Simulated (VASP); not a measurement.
InSe:

```
In Se
1.0
     1.98658    1.14695    8.38335
    -1.98658    1.14695    8.38335
     0.00000   -2.29390    8.38335
In Se
2 2
Direct
  0.88860 0.88860 0.88860
  0.00000 0.00000 0.00000
  0.17190 0.17190 0.17190
  0.38350 0.38350 0.38350
```

Base run:

* Program: VASP 6.6.1
* Functional: BLYP
* Potentials or basis: VASP PAW PBE potentials, release 64 (In_d, Se)
* Cutoff: 520 eV
* k mesh: 8 × 8 × 8
* Occupations: fermi-dirac, width 0.05 eV
* Spin: no spin polarisation

Its results: band gap on the k mesh 0.44 eV; pressure 7.1 GPa; largest force 0.599 eV/Å.

The run is repeated on the same cell with these changes: functional from BLYP to PBEsol; dispersion from none to D3(BJ). What comes out?

Band gap on the k mesh 0.38 eV; pressure -0.4 GPa; largest force 0.394 eV/Å.

Several settings changed at once.

Caveats: semilocal functionals underestimate gaps, and a narrow one can read as zero; the PAW data sets were made with another functional, which shifts forces and pressure a little; spin-orbit coupling is left out, which moves the levels of the heavy elements; the cell stands under pressure (at least some runs).

A k mesh can miss the band edges.
